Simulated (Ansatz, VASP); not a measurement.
## InSb in VASP and in Ansatz

```
In Sb
1.0
     0.00000    3.17354    3.17354
     3.17354    0.00000    3.17354
     3.17354    3.17354    0.00000
In Sb
1 1
Direct
  0.00000 0.00000 0.00000
  0.75000 0.75000 0.75000
```

Change from the starting cell: volume scaled by 0.9405, crystal datasets.

Alike in both runs: task electric field gradients; functional PBE; k mesh 10 × 10 × 10; occupations fermi-dirac, width 0.03 eV; no spin polarisation.

```csv
,VASP,Ansatz
version,VASP 6.6.1,Ansatz 0.2.0
potentials or method,"VASP PAW PBE potentials, release 64 (In_d, Sb), cutoff 520 eV","all-electron PAW with datasets made for the crystal, scalar-relativistic"
```

```csv
,VASP,Ansatz,Ansatz less VASP
pressure (GPa),6.7,6.7,+0.03
```

Ansatz ran all-electron here, and VASP with PAW potentials.

Spin-orbit coupling is off throughout.
